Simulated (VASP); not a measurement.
# Si (Fd-3m) in VASP: further runs, part 2 of 2

VASP 6.6.1. Earlier steps stand in the parts before.

### 3 Relaxation of the atoms, PBE

This run uses another cell than the first one, of 20.46 Å³/atom.

Input file INCAR:

```
ALGO = Normal ; EDIFF = 1E-6
EDIFFG = -5E-4 ; ENCUT = 520
GGA = PE ; IBRION = 2
ISIF = 2 ; ISMEAR = 0
LASPH = T ; LCHARG = F
LREAL = F ; LWAVE = F
NELM = 100 ; NSW = 80
PREC = Accurate ; SIGMA = 0.01
```

Input file KPOINTS:

```
k-points
0
Gamma
  10 10 10
```

Input file POSCAR:

```
Si
1.0
    0.0000000000      2.7351086096      2.7351086096
    2.7351086096      0.0000000000      2.7351086096
    2.7351086096      2.7351086096      0.0000000000
Si
2
Direct
    0.0000000000      0.0000000000      0.0000000000
    0.2500000000      0.2500000000      0.2500000000
```

Potentials or basis: VASP PAW PBE potentials, release 64 (Si).

Started as:

```sh
$ cat potpaw_PBE.64/Si/POTCAR > POTCAR
$ mpirun -np 1 vasp_std > vasp.out
```

OUTCAR:

```text
EDIFF = 1E-6
   EDIFFG = -5E-4
   ENCUT = 520
   GGA = PE
   IBRION = 2
   ISIF = 2
   ISMEAR = 0
   LASPH = T
   LREAL = F
   NELM = 100
   NSW = 80
   PREC = Accurate

 ion  position               nearest neighbor table
   1  0.000  0.000  0.000-   2 2.37   2 2.37   2 2.37   2 2.37
   2  0.250  0.250  0.250-   1 2.37   1 2.37   1 2.37   1 2.37

  LATTYP: Found a face centered cubic cell.
 ALAT       =     5.4702172192

  Lattice vectors:

 A1 = (   0.0000000000,   2.7351086096,   2.7351086096)
 A2 = (   2.7351086096,   0.0000000000,   2.7351086096)
 A3 = (   2.7351086096,   2.7351086096,   0.0000000000)

Analysis of symmetry for initial positions (statically):
=====================================================================
 Subroutine PRICEL returns:
 Original cell was already a primitive cell.

 Routine SETGRP: Setting up the symmetry group for a
 face centered cubic supercell.

 Subroutine GETGRP returns: Found 48 space group operations
 (whereof 24 operations were pure point group operations)
 out of a pool of 48 trial point group operations.

The static configuration has the point symmetry T_d .
 The point group associated with its full space group is O_h .

Analysis of symmetry for dynamics (positions and initial velocities):
=====================================================================
 Subroutine PRICEL returns:
 Original cell was already a primitive cell.

 Routine SETGRP: Setting up the symmetry group for a
 face centered cubic supercell.

 Subroutine GETGRP returns: Found 48 space group operations
 (whereof 24 operations were pure point group operations)
 out of a pool of 48 trial point group operations.

The dynamic configuration has the point symmetry T_d .
 The point group associated with its full space group is O_h .

 Subroutine INISYM returns: Found 48 space group operations
 (whereof 24 operations are pure point group operations),
 and found     1 'primitive' translations

----------------------------------------------------------------------------------------

                                     Primitive cell

[... 119 lines left out ...]
   LEPSILON=     F    determine dielectric tensor
   LRPA    =     F    only Hartree local field effects (RPA)
 conjugate gradient relaxation of ions
 non-spin polarized calculation
 Gauss-broadening in eV      SIGMA  =   0.01
  energy-cutoff  :      520.00
  volume of cell :       40.92
 maximum number of plane-waves:      1114
 NGX is ok and might be reduce to    30
   NGX = 15   NGY = 15   NGZ = 15

 number of electron       8.0000001 magnetization

 Free energy of the ion-electron system (eV)
  ---------------------------------------------------
  ext. energy  EPLUGINS =         0.00000000
  ---------------------------------------------------
  free energy    TOTEN  =       -10.84919844 eV

  energy without entropy =      -10.84919844  energy(sigma->0) =      -10.84919844

 E-fermi :   5.7068     XC(G=0):  -9.3243

 val. band max:        5.6078526816   @ k =   0.0000   0.0000   0.0000
 cond. band min:       6.2270592825   @ k =   0.4000   0.4000   0.0000
 fundamental gap:      0.6192066009
 Fermi energy:         5.7068468166

 k-point     1 :       0.0000    0.0000    0.0000
  band No.  band energies     occupation
      1      -6.2013      2.00000
      2       5.6079      2.00000
      3       5.6079      2.00000
      4       5.6079      2.00000
      5       8.1645      0.00000
      6       8.1645      0.00000
      7       8.1645      0.00000
      8       8.7324      0.00000
[... 243 lines left out ...]
 k-point    24 :       0.4000    0.3000    0.0000
  band No.  band energies     occupation
      1      -4.0802      2.00000
      2       0.2162      2.00000
      3       2.8168      2.00000
      4       3.2260      2.00000
      5       6.6857      0.00000
      6       7.8743      0.00000
      7      12.4591      0.00000
      8      12.6007      0.00000

 [... further k-points ...]

------------------------ aborting loop because EDIFF is reached ----------------------------------------

  FORCE on cell =-STRESS in cart. coord.  units (eV):
  Direction    XX          YY          ZZ          XY          YZ          ZX
  --------------------------------------------------------------------------------------
  -------------------------------------------------------------------------------------
  Total       -0.0190762     -0.0190762     -0.0190762     -0.0000000      0.0000000      0.0000000
  in kB       -0.7468764     -0.7468764     -0.7468764     -0.0000000      0.0000000      0.0000000
  external PRESSURE =      -0.7468764 kB  Pullay stress =       0.0000000 kB

 VOLUME and BASIS-vectors are now :
 -----------------------------------------------------------------------------
  energy-cutoff  :      520.00
  volume of cell :       40.92
      direct lattice vectors                 reciprocal lattice vectors
     0.000000000  2.735108610  2.735108610    -0.182808097  0.182808097  0.182808097
     2.735108610  0.000000000  2.735108610     0.182808097 -0.182808097  0.182808097
     2.735108610  2.735108610  0.000000000     0.182808097  0.182808097 -0.182808097

 POSITION                                       TOTAL-FORCE (eV/Angst)
 -----------------------------------------------------------------------------------
      0.00000      0.00000      0.00000         0.000000      0.000000      0.000000
      1.36755      1.36755      1.36755        -0.000000     -0.000000     -0.000000
 -----------------------------------------------------------------------------------
    total drift:                               -0.000000     -0.000000     -0.000000

  FREE ENERGIE OF THE ION-ELECTRON SYSTEM (eV)
  ---------------------------------------------------
  free  energy   TOTEN  =       -10.8491984389 eV

  energy  without entropy=      -10.8491984389  energy(sigma->0) =      -10.84919844

 reached required accuracy - stopping structural energy minimisation
```

OSZICAR:

```text
N       E                     dE             d eps       ncg     rms          rms(c)
DAV:   1     0.717048583520E+01    0.71705E+01   -0.33047E+03   752   0.777E+02
DAV:   2    -0.107760566038E+02   -0.17947E+02   -0.17352E+02  1192   0.841E+01
DAV:   3    -0.110160179499E+02   -0.23996E+00   -0.23996E+00   976   0.120E+01
DAV:   4    -0.110169558081E+02   -0.93786E-03   -0.93786E-03  1200   0.849E-01
DAV:   5    -0.110169565003E+02   -0.69218E-06   -0.69218E-06  1032   0.216E-02    0.474E+00
DAV:   6    -0.109013659275E+02    0.11559E+00   -0.75447E-02   912   0.144E+00    0.290E+00
DAV:   7    -0.108478700595E+02    0.53496E-01   -0.14508E-01   936   0.212E+00    0.173E-01
DAV:   8    -0.108489747375E+02   -0.11047E-02   -0.38461E-03   872   0.468E-01    0.740E-02
DAV:   9    -0.108491726406E+02   -0.19790E-03   -0.19542E-04  1088   0.110E-01    0.550E-02
DAV:  10    -0.108491986490E+02   -0.26008E-04   -0.30786E-05   912   0.416E-02    0.835E-03
DAV:  11    -0.108491984389E+02    0.21009E-06   -0.54193E-07  1032   0.524E-03
   1 F= -.10849198E+02 E0= -.10849198E+02  d E =-.108492E+02
```

Wall time 6.8 s (1 thread of Intel Xeon 6975P-C (Granite Rapids), shared host); peak memory 0.15 GiB.

Results:

| Quantity | Value |
| --- | --- |
| Free energy | -10.8492 eV |
| Pressure after relaxing | -0.1 GPa |
| Band gap on the k mesh | 0.62 eV (least direct gap 2.56 eV) |

Final structure:
```
Si
1.0
     0.00000    2.73511    2.73511
     2.73511    0.00000    2.73511
     2.73511    2.73511    0.00000
Si
2
Direct
  0.00000 0.00000 0.00000
  0.25000 0.25000 0.25000
```

Caveat: the relaxation stopped at its first step, so nothing moved. A k mesh can miss the band edges.

### 4 Relaxation of the atoms, PBE

This run uses another cell than the first one, of 20.77 Å³/atom.

Input file INCAR:

```
SYSTEM = Si
  PREC = Accurate
  ENCUT = 520
  EDIFF = 1E-6
  ISMEAR = 0
  SIGMA = 0.01
  LREAL = .FALSE.
  LASPH = .TRUE.
  NELM = 100
  ALGO = Normal
  ISIF = 2
  LWAVE = .FALSE.
  LCHARG = .FALSE.
  GGA = PE
  IBRION = 2
  NSW = 80
  EDIFFG = -5E-4
```

Input file KPOINTS:

```
Automatic mesh
0
G
  10 10 10
  0 0 0
```

Input file POSCAR:

```
Si
1.0
    0.0000000000      2.7487841527      2.7487841527
    2.7487841527      0.0000000000      2.7487841527
    2.7487841527      2.7487841527      0.0000000000
Si
2
Direct
    0.0000000000      0.0000000000      0.0000000000
    0.2500000000      0.2500000000      0.2500000000
```

Started as:

```sh
$ cat potpaw_PBE.64/Si/POTCAR > POTCAR
$ mpirun -np 1 vasp_std > vasp.out
```

Run time: 7.1 s. Hardware: 1 thread of Intel Xeon 6975P-C (Granite Rapids), shared host; peak memory 0.15 GiB.

It converged, with:

```yaml
Free_energy: -10.8464 eV
Pressure_after_relaxing: -1.4 GPa
Band_gap_on_the_k_mesh: 0.64 eV (least direct gap 2.55 eV)
```

Final structure:
```
CELL_PARAMETERS angstrom
0.00000 2.74878 2.74878
2.74878 0.00000 2.74878
2.74878 2.74878 0.00000
ATOMIC_POSITIONS crystal
Si 0.00000 0.00000 0.00000
Si 0.25000 0.25000 0.25000
```

Levels at points of the mesh, in eV from the valence-band top:
| k point | band 1 | band 2 | band 3 | band 4 | band 5 | band 6 | band 7 | band 8 |
| --- | --- | --- | --- | --- | --- | --- | --- | --- |
| (0.00, 0.00, 0.00) | -11.71 | 0.00 | 0.00 | 0.00 | 2.55 | 2.55 | 2.55 | 2.96 |
| (0.50, 0.00, 0.00) | -9.47 | -6.80 | -1.16 | -1.16 | 1.41 | 3.36 | 3.36 | 7.68 |
| (0.50, 0.50, 0.00) | -7.70 | -7.70 | -2.75 | -2.75 | 0.78 | 0.78 | 9.80 | 9.80 |

Caveat: the relaxation stopped at its first step, so nothing moved. A k mesh can miss the band edges.

### 5 The runs side by side

```csv
cell,gap on the mesh (eV),pressure (GPa)
"atoms relaxed from a = 3.849 Å, angles 60.0°, 2 atoms",0.59,1.3
"atoms relaxed from a = 3.868 Å, angles 60.0°, 2 atoms",0.62,-0.1
"atoms relaxed from a = 3.887 Å, angles 60.0°, 2 atoms",0.64,-1.4
```

Alike in all rows: task relaxation of the atoms; level PBE; potentials or basis VASP PAW PBE potentials, release 64 (Si); no spin polarisation; k mesh 10 × 10 × 10; cutoff (eV) 520; smearing gaussian 0.01 eV.

Caveats: the relaxation stopped at its first step, so nothing moved.

Absolute energies hang on the potentials; compare differences alone.
